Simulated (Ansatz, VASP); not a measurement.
**Two plane-wave programs on Si**

INCAR

```
PREC = Accurate
ENCUT = 520
EDIFF = 1E-7
ISMEAR = 0
SIGMA = 0.03
LREAL = False
LASPH = True
NELM = 100
ALGO = Normal
ISIF = 2
LWAVE = False
LCHARG = True
LELF = True
LVHAR = True
NBANDS = 16
```

The input KPOINTS:

```
regular mesh
0
Gamma
  10 10 10
```

POSCAR

```
Si
1.0
   -3.3010168807      3.3010168807      1.9082539665
    3.3010168807     -3.3010168807      1.9082539665
    3.3010168807      3.3010168807     -1.9082539665
Si
4
Direct
    0.1683646524      0.1683646524      0.3576908752
    0.8316353476      0.8316353476      0.6423091248
    0.1788454376      0.8211545624      0.0000000000
    0.8211545624      0.1788454376      0.0000000000
```

Input for Ansatz:

```yaml
crystal:
  lattice:
    - [-3.3010168807, 3.3010168807, 1.9082539665]
    - [3.3010168807, -3.3010168807, 1.9082539665]
    - [3.3010168807, 3.3010168807, -1.9082539665]
  atoms:
    - { symbol: Si, position: [0.1683646524, 0.1683646524, 0.3576908752] }
    - { symbol: Si, position: [0.8316353476, 0.8316353476, 0.6423091248] }
    - { symbol: Si, position: [0.1788454376, 0.8211545624, 0.0] }
    - { symbol: Si, position: [0.8211545624, 0.1788454376, 0.0] }
basis:
  ecutwfc: 420
kpoints:
  mp_grid: { grid: [10, 10, 10] }
hamiltonian:
  xc: lda
  pseudopotentials: { kind: paw, azcp: { folder: soft_1 } }
scf:
  occupations: { method: gaussian, width: 0.03 }
output:
  forces: true
  stress: true
  eigenvalues: true
```

Change from the starting cell: mode 7 frozen in at +0.000 Å and mode 10 at -0.040 Å (largest displacements).

Alike in both runs: task single point; functional LDA; k mesh 10 × 10 × 10; occupations gaussian, width 0.03 eV; no spin polarisation.

```csv
,VASP,Ansatz
version,VASP 6.6.1,Ansatz 0.2.0
potentials or method,"VASP PAW LDA potentials, release 64 (Si), cutoff 520 eV","scalar-relativistic, plane waves, PAW"
valence electrons in the cell,16,16
```

|  | VASP | Ansatz | Ansatz less VASP |
| --- | --- | --- | --- |
| gap on the k mesh at the Fermi level (eV) | 0.06 | 0.07 | +0.005 |
| least direct gap on the mesh (eV) | 0.13 | 0.13 | +0.002 |
| pressure (GPa) | 0.2 | 0.2 | -0.05 |
| traceless stress, the component that is largest in VASP (GPa) | -1.17 | -1.17 | +0.003 |
| rms of the force components (eV/Å) | 0.420 | 0.420 | +0.0003 |

Ansatz warns that its potentials were made for another functional, while VASP's fit it. LDA's correlation is that of Perdew and Zunger in VASP and of Perdew and Wang (1992) in Ansatz. Atom by atom the forces differ by 0.002 eV/Å (rms over components).
